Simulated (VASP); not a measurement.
# Li (Fm-3m) in VASP: further runs

The runs below take Li through single point, with PBEsol.

All numbers are computed with VASP 6.6.1; they aren't measurements. Logs are shortened: lines on timing, memory, paths and dates and some standing lists are left out, and cuts for length are marked.

## (1) The cell of the first run

Symmetry: Fm-3m, No. 225, cubic system. Conventional cell: a = 3.799 Å, b = 3.799 Å, c = 3.799 Å, α = 90.00°, β = 90.00°, γ = 90.00°. Within 3.5 Å of Li (site symmetry m-3m) lie 12 Li at 2.69 Å.

This isn't the form of Li at room conditions, which is bcc.

## (2) Single point, PBEsol

INCAR

```
PREC = Accurate
ENCUT = 520
EDIFF = 1E-6
ISMEAR = -1
SIGMA = 0.05
LREAL = F
LASPH = T
NELM = 100
ALGO = Normal
ISIF = 2
LWAVE = F
LCHARG = T
GGA = PS
LELF = T
LVHAR = T
NBANDS = 8
```

KPOINTS

```
regular mesh
0
Gamma
  10 10 10
```

POSCAR

```
Li
1.0
    0.0000000000      1.8995769926      1.8995769926
    1.8995769926      0.0000000000      1.8995769926
    1.8995769926      1.8995769926      0.0000000000
Li
1
Direct
    0.0000000000      0.0000000000      0.0000000000
```

Potentials or basis: VASP PAW PBE potentials, release 64 (Li_sv).

Started as:

```
> cat potpaw_PBE.64/Li_sv/POTCAR > POTCAR
> mpirun -np 1 vasp_std > vasp.out
```

OUTCAR:

```text
PREC = Accurate
   ENCUT = 520
   EDIFF = 1E-6
   ISMEAR = -1
   LREAL = F
   LASPH = T
   NELM = 100
   ISIF = 2
   GGA = PS

 ion  position               nearest neighbor table
   1  0.000  0.000  0.000-

  LATTYP: Found a face centered cubic cell.
 ALAT       =     3.7991539852

  Lattice vectors:

 A1 = (   0.0000000000,   1.8995769926,   1.8995769926)
 A2 = (   1.8995769926,   0.0000000000,   1.8995769926)
 A3 = (   1.8995769926,   1.8995769926,   0.0000000000)

Analysis of symmetry for initial positions (statically):
=====================================================================
 Subroutine PRICEL returns:
 Original cell was already a primitive cell.

 Routine SETGRP: Setting up the symmetry group for a
 face centered cubic supercell.

 Subroutine GETGRP returns: Found 48 space group operations
 (whereof 48 operations were pure point group operations)
 out of a pool of 48 trial point group operations.

The static configuration has the point symmetry O_h .

Analysis of symmetry for dynamics (positions and initial velocities):
=====================================================================
 Subroutine PRICEL returns:
 Original cell was already a primitive cell.

 Routine SETGRP: Setting up the symmetry group for a
 face centered cubic supercell.

 Subroutine GETGRP returns: Found 48 space group operations
 (whereof 48 operations were pure point group operations)
 out of a pool of 48 trial point group operations.

The dynamic configuration has the point symmetry O_h .

 Subroutine INISYM returns: Found 48 space group operations
 (whereof 48 operations are pure point group operations),
 and found     1 'primitive' translations

----------------------------------------------------------------------------------------

                                     Primitive cell

  volume of cell :      13.7088

  direct lattice vectors                    reciprocal lattice vectors
     0.000000000  1.899576993  1.899576993    -0.263216496  0.263216496  0.263216496
     1.899576993  0.000000000  1.899576993     0.263216496 -0.263216496  0.263216496
     1.899576993  1.899576993  0.000000000     0.263216496  0.263216496 -0.263216496

  length of vectors
     2.686407546  2.686407546  2.686407546     0.455904345  0.455904345  0.455904345

  position of ions in fractional coordinates (direct lattice)
     0.000000000  0.000000000  0.000000000

  ion indices of the primitive-cell ions
   primitive index   ion index
                 1           1

----------------------------------------------------------------------------------------

 KPOINTS: regular mesh

Automatic generation of k-mesh.
 Grid dimensions read from file:
 generate k-points for:   10   10   10

 Generating k-lattice:

  Cartesian coordinates                     Fractional coordinates (reciprocal lattice)
    -0.026321650  0.026321650  0.026321650     0.100000000  0.000000000  0.000000000
     0.026321650 -0.026321650  0.026321650     0.000000000  0.100000000  0.000000000
     0.026321650  0.026321650 -0.026321650     0.000000000  0.000000000  0.100000000

  Length of vectors
     0.045590434  0.045590434  0.045590434

  Shift w.r.t. Gamma in fractional coordinates (k-lattice)
     0.000000000  0.000000000  0.000000000

 Subroutine IBZKPT returns following result:
 ===========================================

 Found     47 irreducible k-points:

 Following reciprocal coordinates:
            Coordinates               Weight
  0.000000  0.000000  0.000000      1.000000
  0.100000  0.000000  0.000000      8.000000
  0.200000  0.000000  0.000000      8.000000
  0.300000  0.000000  0.000000      8.000000
  0.400000  0.000000  0.000000      8.000000
  0.500000  0.000000  0.000000      4.000000
[... 16 lines left out ...]
  0.300000  0.300000  0.000000      6.000000
  0.400000  0.300000  0.000000     24.000000
 [... further k-points ...]
   k-points           NKPTS =     47   k-points in BZ     NKDIM =     47   number of bands    NBANDS=      8
   number of dos      NEDOS =    301   number of ions     NIONS =      1
   total plane-waves  NPLWV =   8000
   dimension x,y,z NGX =    20 NGY =   20 NGZ =   20
   dimension x,y,z NGXF=    40 NGYF=   40 NGZF=   40
   ions per type =               1
   NGX,Y,Z   is equivalent  to a cutoff of  12.38, 12.38, 12.38 a.u.
   NGXF,Y,Z  is equivalent  to a cutoff of  24.75, 24.75, 24.75 a.u.
 SYSTEM =  unknown system
   PREC   = accura    normal or accurate (medium, high low for compatibility)
   ISTART =      0    job   : 0-new  1-cont  2-samecut
   ICHARG =      2    charge: 1-file 2-atom 10-const
   ISPIN  =      1    spin polarized calculation?
   LNONCOLLINEAR =      F non collinear calculations
   LSORBIT =      F    spin-orbit coupling
   LASPH  =      T    aspherical Exc in radial PAW
   ENCUT  =  520.0 eV  38.22 Ry    6.18 a.u.   4.99  4.99  4.99*2*pi/ulx,y,z
   NELM   =    100;   NELMIN=  2; NELMDL= -5     # of ELM steps
   EDIFF  = 0.1E-05   stopping-criterion for ELM
   LREAL  =      F    real-space projection
   EDIFFG = 0.1E-04   stopping-criterion for IOM
   NSW    =      0    number of steps for IOM
   IBRION =     -1    ionic relax: 0-MD 1-quasi-New 2-CG
   NFREE  =      0    steps in history (QN), initial steepest desc. (CG)
   ISIF   =      2    stress and relaxation
   ISYM   =      2    0-nonsym 1-usesym 2-fastsym
   POTIM  = 0.5000    time-step for ionic-motion
   TEBEG  =    0.0;   TEEND  =   0.0 temperature during run
   PSTRESS=    0.0 pullay stress
   NELECT =       3.0000    total number of electrons
   NUPDOWN=      -1.0000    fix difference up-down
   EMIN   =  10.00;   EMAX   =-10.00  energy-range for DOS
   EFERMI =   0.00;   METHOD = LEGACY
   ISMEAR =    -1;   SIGMA  =   0.05  broadening in eV -4-tet -1-fermi 0-gaus
   EFERMI_NEDOS =   21; number of points for ismear=-14 and -15
   IALGO  =     38    algorithm
   IMIX   =      4    mixing-type and parameters
     AMIX     =   0.40;   BMIX     =  1.00
     AMIX_MAG =   1.60;   BMIX_MAG =  1.00
  volume/ion in A,a.u.               =      13.71        92.51
  Fermi-wavevector in a.u.,A,eV,Ry     =   0.986541  1.864292 13.242042  0.973263
  Thomas-Fermi vector in A             =   2.117929
   LORBIT       =      0    0 simple, 1 ext, 2 COOP (PROOUT), +10 PAW based schemes
   GGA     = PS    functional components
   LHFCALC =     F    Hartree Fock is set to
   AEXX    =    0.0000 exact exchange contribution
   IVDW    =     0    specifies the selected vdW correction
   LEPSILON=     F    determine dielectric tensor
   LRPA    =     F    only Hartree local field effects (RPA)
 non-spin polarized calculation
  energy-cutoff  :      520.00
  volume of cell :       13.71
 maximum number of plane-waves:       377
   NGX =  9   NGY =  9   NGZ =  9

 number of electron       2.9999994 magnetization

 Free energy of the ion-electron system (eV)
  ---------------------------------------------------
  ext. energy  EPLUGINS =         0.00000000
  ---------------------------------------------------
  free energy    TOTEN  =        -1.81344000 eV

  energy without entropy =       -1.81024106  energy(sigma->0) =       -1.81184053

 E-fermi :   1.8342     XC(G=0):  -8.0473

 val. band max:        1.6862735333   @ k =   0.5000   0.0000   0.0000
 cond. band min:       1.8440942247   @ k =   0.5000   0.1000   0.0000
 fundamental gap:      0.1578206914
 Fermi energy:         1.8341972025

 k-point     1 :       0.0000    0.0000    0.0000
  band No.  band energies     occupation
      1     -43.4305      2.00000
      2      -2.0615      2.00000
      3      20.7230      0.00000
      4      20.7230      0.00000
      5      20.7230      0.00000
      6      25.3354      0.00000
      7      25.3354      0.00000
      8      25.3354      0.00000

 k-point     2 :       0.1000    0.0000    0.0000
  band No.  band energies     occupation
      1     -43.4229      2.00000
      2      -1.8659      2.00000
      3      18.3195      0.00000
      4      20.2007      0.00000
      5      20.2007      0.00000
      6      24.3956      0.00000
      7      26.2482      0.00000
      8      26.2483      0.00000

 k-point     3 :       0.2000    0.0000    0.0000
  band No.  band energies     occupation
      1     -43.4023      2.00000
      2      -1.2774      2.00000
      3      14.3116      0.00000
      4      19.3615      0.00000
      5      19.3615      0.00000
      6      24.9579      0.00000
      7      26.7945      0.00000
      8      26.7945      0.00000

 k-point     4 :       0.3000    0.0000    0.0000
  band No.  band energies     occupation
      1     -43.3768      2.00000
      2      -0.3077      2.00000
      3      10.6421      0.00000
      4      18.7734      0.00000
      5      18.7734      0.00000
      6      24.9181      0.00000
      7      25.0621      0.00000
      8      25.0621      0.00000

 k-point     5 :       0.4000    0.0000    0.0000
  band No.  band energies     occupation
      1     -43.3561      2.00000
      2       0.9189      2.00000
      3       7.7401      0.00000
      4      18.5044      0.00000
      5      18.5044      0.00000
      6      23.6583      0.00000
      7      23.6583      0.00000
      8      24.1614      0.00000
[... 177 lines left out ...]
 k-point    22 :      -0.2000    0.2000    0.0000
  band No.  band energies     occupation
      1     -43.3682      2.00000
      2       0.0791      2.00000
      3      11.0727      0.00000
      4      14.4342      0.00000
      5      19.1918      0.00000
      6      23.1397      0.00000
      7      26.6336      0.00000
      8      26.6384      0.00000

 k-point    23 :       0.3000    0.3000    0.0000
  band No.  band energies     occupation
      1     -43.3595      2.00000
      2       0.3949      2.00000
      3      14.4073      0.00000
      4      14.4073      0.00000
      5      14.9076      0.00000
      6      17.0844      0.00000
      7      22.3952      0.00000
      8      35.2969      0.00000

 k-point    24 :       0.4000    0.3000    0.0000
  band No.  band energies     occupation
      1     -43.3436      2.00000
      2       1.4374      1.99929
      3      11.3719      0.00000
      4      13.2481      0.00000
      5      13.9141      0.00000
      6      18.3266      0.00000
      7      22.9290      0.00000
      8      34.5922      0.00000

 [... further k-points ...]

------------------------ aborting loop because EDIFF is reached ----------------------------------------

  FORCE on cell =-STRESS in cart. coord.  units (eV):
  Direction    XX          YY          ZZ          XY          YZ          ZX
  --------------------------------------------------------------------------------------
  -------------------------------------------------------------------------------------
  Total        0.8394832      0.8394832      0.8394832     -0.0000000      0.0000000     -0.0000000
  in kB       98.1119431     98.1119431     98.1119431     -0.0000000      0.0000000     -0.0000000
  external PRESSURE =      98.1119431 kB  Pullay stress =       0.0000000 kB

 VOLUME and BASIS-vectors are now :
 -----------------------------------------------------------------------------
  energy-cutoff  :      520.00
  volume of cell :       13.71
      direct lattice vectors                 reciprocal lattice vectors
     0.000000000  1.899576993  1.899576993    -0.263216496  0.263216496  0.263216496
     1.899576993  0.000000000  1.899576993     0.263216496 -0.263216496  0.263216496
     1.899576993  1.899576993  0.000000000     0.263216496  0.263216496 -0.263216496

 POSITION                                       TOTAL-FORCE (eV/Angst)
 -----------------------------------------------------------------------------------
      0.00000      0.00000      0.00000         0.000000     -0.000000      0.000000
 -----------------------------------------------------------------------------------
    total drift:                                0.000000      0.000000      0.000000

  FREE ENERGIE OF THE ION-ELECTRON SYSTEM (eV)
  ---------------------------------------------------
  free  energy   TOTEN  =        -1.8134400017 eV

  energy  without entropy=       -1.8102410594  energy(sigma->0) =       -1.81184053
```

Run time: 3.7 s. Hardware: 1 thread of Intel Xeon Platinum 8375C at 2.90GHz (Ice Lake), shared host; peak memory 0.11 GiB.

Results:

```
Free energy            : -1.8134 eV
Band gap on the k mesh : zero (an odd number of electrons rules out a gap without spin polarisation)
```

Caveat: the cutoff is under 1.25 times the usual one of these potentials, so pressure, stress and relaxed cells hold a basis-set (Pulay) error; the PAW data sets were made with another functional, which shifts forces and pressure a little.

## (3) Single point, PBEsol

This run uses another cell than the first one, of 15.82 Å³/atom.

INCAR

```
SYSTEM = Li
ALGO = Normal ; EDIFF = 1E-6
ENCUT = 520 ; GGA = PS
ISIF = 2 ; ISMEAR = -1
LASPH = .TRUE. ; LCHARG = .FALSE.
LREAL = .FALSE. ; LWAVE = .FALSE.
NBANDS = 8 ; NELM = 60
PREC = Accurate ; SIGMA = 0.05
```

KPOINTS

```
k-points
0
G
  10 10 10
  0 0 0
```

POSCAR

```
Li
1.0
    0.0000000000      1.9923320301      1.9923320301
    1.9923320301      0.0000000000      1.9923320301
    1.9923320301      1.9923320301      0.0000000000
Li
1
Direct
    0.0000000000      0.0000000000      0.0000000000
```

Potentials or basis: VASP PAW PBE potentials, release 64 (Li_sv).

Started as:

```
> cat potpaw_PBE.64/Li_sv/POTCAR > POTCAR
> mpirun -np 1 vasp_std > vasp.out
```

OUTCAR:

```text
SYSTEM = Li
   EDIFF = 1E-6
   ENCUT = 520
   GGA = PS
   ISIF = 2
   ISMEAR = -1
   LASPH = .TRUE.
   LREAL = .FALSE.
   NELM = 60
   PREC = Accurate

 ion  position               nearest neighbor table
   1  0.000  0.000  0.000-

  LATTYP: Found a face centered cubic cell.
 ALAT       =     3.9846640602

  Lattice vectors:

 A1 = (   0.0000000000,   1.9923320301,   1.9923320301)
 A2 = (   1.9923320301,   0.0000000000,   1.9923320301)
[... 443 lines left out ...]
      8      31.1394      0.00000

 [... further k-points ...]

------------------------ aborting loop because EDIFF is reached ----------------------------------------

  FORCE on cell =-STRESS in cart. coord.  units (eV):
  Direction    XX          YY          ZZ          XY          YZ          ZX
  --------------------------------------------------------------------------------------
  -------------------------------------------------------------------------------------
  Total        0.4761134      0.4761134      0.4761134     -0.0000000     -0.0000000      0.0000000
  in kB       48.2287272     48.2287272     48.2287272     -0.0000000     -0.0000000      0.0000000
  external PRESSURE =      48.2287272 kB  Pullay stress =       0.0000000 kB

 VOLUME and BASIS-vectors are now :
 -----------------------------------------------------------------------------
  energy-cutoff  :      520.00
  volume of cell :       15.82
      direct lattice vectors                 reciprocal lattice vectors
     0.000000000  1.992332030  1.992332030    -0.250962185  0.250962185  0.250962185
     1.992332030  0.000000000  1.992332030     0.250962185 -0.250962185  0.250962185
     1.992332030  1.992332030  0.000000000     0.250962185  0.250962185 -0.250962185

 POSITION                                       TOTAL-FORCE (eV/Angst)
 -----------------------------------------------------------------------------------
      0.00000      0.00000      0.00000         0.000000     -0.000000      0.000000
 -----------------------------------------------------------------------------------
    total drift:                                0.000000      0.000000     -0.000000

  FREE ENERGIE OF THE ION-ELECTRON SYSTEM (eV)
  ---------------------------------------------------
  free  energy   TOTEN  =        -1.9101745811 eV

  energy  without entropy=       -1.9061231780  energy(sigma->0) =       -1.90814888
```

Wall time 3.2 s (1 thread of Intel Xeon Platinum 8375C at 2.90GHz (Ice Lake), shared host); peak memory 0.12 GiB.

Results:

```yaml
Free_energy: -1.9102 eV
Band_gap_on_the_k_mesh: zero (an odd number of electrons rules out a gap without spin polarisation)
```

Caveat: the cutoff is under 1.25 times the usual one of these potentials, so pressure, stress and relaxed cells hold a basis-set (Pulay) error; the PAW data sets were made with another functional, which shifts forces and pressure a little.
